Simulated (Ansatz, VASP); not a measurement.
# Two plane-wave programs on PbO

File INCAR:

```
SYSTEM = PbO
PREC     = Accurate       ! precision mode
ENCUT    = 600            ! plane-wave cutoff, eV
EDIFF    = 1E-6           ! SCF threshold, eV
ISMEAR   = 0              ! smearing method
SIGMA    = 0.02           ! smearing width, eV
LREAL    = .FALSE.        ! projectors in reciprocal space
LASPH    = .TRUE.         ! aspherical terms in the spheres
NELM     = 100            ! most SCF steps
ALGO     = Normal         ! electronic algorithm
ISIF     = 3              ! what is computed and relaxed
LWAVE    = .FALSE.        ! write WAVECAR
LCHARG   = .FALSE.        ! write CHGCAR
GGA      = PE             ! functional
IBRION   = 2              ! ionic algorithm
NSW      = 100            ! ionic steps
EDIFFG   = -0.01          ! ionic threshold
```

KPOINTS

```
regular mesh
0
G
  8 6 6
  0 0 0
```

The input POSCAR:

```
PbO
1.0
    3.8362627933      0.0000000000      0.0000000000
    0.0000000000      4.2860871300      0.0000000000
    0.0000000000      0.0000000000      5.8686282959
Pb O
2 2
Direct
    0.0000000000      0.0000000000      0.2986737878
    0.5000000000      0.5000000000      0.7013262122
    0.0000000000      0.5000000000      0.4792219055
    0.5000000000      0.0000000000      0.5207780945
```

Input for Ansatz:

```yaml
crystal:
  lattice:
    - [3.8362627933, 0.0, 0.0]
    - [0.0, 4.28608713, 0.0]
    - [0.0, 0.0, 5.8686282959]
  atoms:
    - { symbol: Pb, position: [0.0, 0.0, 0.2986737878] }
    - { symbol: Pb, position: [0.5, 0.5, 0.7013262122] }
    - { symbol: O, position: [0.0, 0.5, 0.4792219055] }
    - { symbol: O, position: [0.5, 0.0, 0.5207780945] }
basis:
  ecutwfc: 420
kpoints:
  mp_grid: { grid: [8, 6, 6] }
hamiltonian:
  xc: pbe
scf:
  occupations: { method: gaussian, width: 0.02 }
output:
  forces: true
  stress: true
  eigenvalues: true
  write_density: true
  write_potential: true
  elf: true
  volumetric_format: npy
relax:
  adjacent_minimum: "off"
  f_tol: 0.01
  max_steps: 80
  cell: { stress_tol: 0.05 }
```

Change from the starting cell: ordered vacancies on the anion sites of rutile (Pmn2_1, No. 31).

Alike in both runs: task relaxation of cell and atoms; functional PBE; k mesh 8 × 6 × 6; occupations gaussian, width 0.02 eV; no spin polarisation.

|  | VASP | Ansatz |
| --- | --- | --- |
| version | VASP 6.6.1 | Ansatz 0.2.0 |
| potentials or method | VASP PAW PBE potentials, release 64 (Pb_d, O), cutoff 600 eV | scalar-relativistic, plane waves, PAW |
| valence electrons in the cell | 40 | 40 |

VASP gave:

* gap on the k mesh at the Fermi level, each at its own relaxed structure (eV): 1.70
* relaxed volume (Å³/atom): 22.58
* relaxed cell length with the largest relative difference (Å): 5.487

Task: Which values does Ansatz return?

Result: gap on the k mesh at the Fermi level, each at its own relaxed structure (eV): 1.83; relaxed volume (Å³/atom): 23.17; relaxed cell length with the largest relative difference (Å): 5.636.

Neither program's run includes spin-orbit coupling.
